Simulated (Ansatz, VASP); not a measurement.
**Ge: VASP beside Ansatz**

The input INCAR:

```
SYSTEM = Ge
  PREC = Accurate
  ENCUT = 520
  EDIFF = 1E-7
  ISMEAR = 0
  SIGMA = 0.15
  LREAL = .False.
  LASPH = .True.
  NELM = 100
  ALGO = Normal
  ISIF = 2
  LWAVE = .False.
  LCHARG = .False.
  GGA = PS
  NBANDS = 36
```

Contents of KPOINTS:

```
regular mesh
0
Gamma
  12 12 8
  0 0 0
```

File POSCAR:

```
Ge
1.0
    3.9969678618      0.0000000000      0.0000000000
   -1.9984839309      3.4960904635      0.0000000000
    0.0000000000      0.0000000000      6.5963651449
Ge
4
Direct
    0.6666666667      0.3333333333      0.0629118567
    0.3333333333      0.6666666667      0.5629118567
    0.6666666667      0.3333333333      0.4370881433
    0.3333333333      0.6666666667      0.9370881433
```

Input for Ansatz:

```yaml
crystal:
  lattice:
    - [3.9969678618, 0.0, 0.0]
    - [-1.9984839309, 3.4960904635, 0.0]
    - [0.0, 0.0, 6.5963651449]
  atoms:
    - { symbol: Ge, position: [0.6666666667, 0.3333333333, 0.0629118567] }
    - { symbol: Ge, position: [0.3333333333, 0.6666666667, 0.5629118567] }
    - { symbol: Ge, position: [0.6666666667, 0.3333333333, 0.4370881433] }
    - { symbol: Ge, position: [0.3333333333, 0.6666666667, 0.9370881433] }
basis:
  ecutwfc: 420
kpoints:
  mp_grid: { grid: [12, 12, 8] }
hamiltonian:
  xc: pbesol
scf:
  occupations: { method: gaussian, width: 0.15 }
output:
  forces: true
  stress: true
  eigenvalues: true
```

Change from the starting cell: strain +0.0100 x Voigt [0, 1, 0, 0, 0, 0], atoms carried along.

Alike in both runs: task single point; functional PBEsol; k mesh 12 × 12 × 8; occupations gaussian, width 0.15 eV; no spin polarisation.

|  | VASP | Ansatz |
| --- | --- | --- |
| version | VASP 6.6.1 | Ansatz 0.2.0 |
| potentials or method | VASP PAW PBE potentials, release 64 (Ge_d), cutoff 520 eV | scalar-relativistic, plane waves, PAW |
| valence electrons in the cell | 56 | 56 |

Ansatz gave:

```
gap on the k mesh at the Fermi level (eV)                     : none
pressure (GPa)                                                : -0.6
traceless stress, the component that is largest in VASP (GPa) : -0.92
rms of the force components (eV/Å)                            : 0.050
```

What did VASP give for the same quantities?

gap on the k mesh at the Fermi level (eV): none; pressure (GPa): -0.7; traceless stress, the component that is largest in VASP (GPa): -0.93; rms of the force components (eV/Å): 0.049.

VASP's potentials were made for PBE, not for PBEsol. Atom by atom the forces differ by 0.000 eV/Å (rms over components). A gap of «none» marks a metal or a gap that the smearing closes.
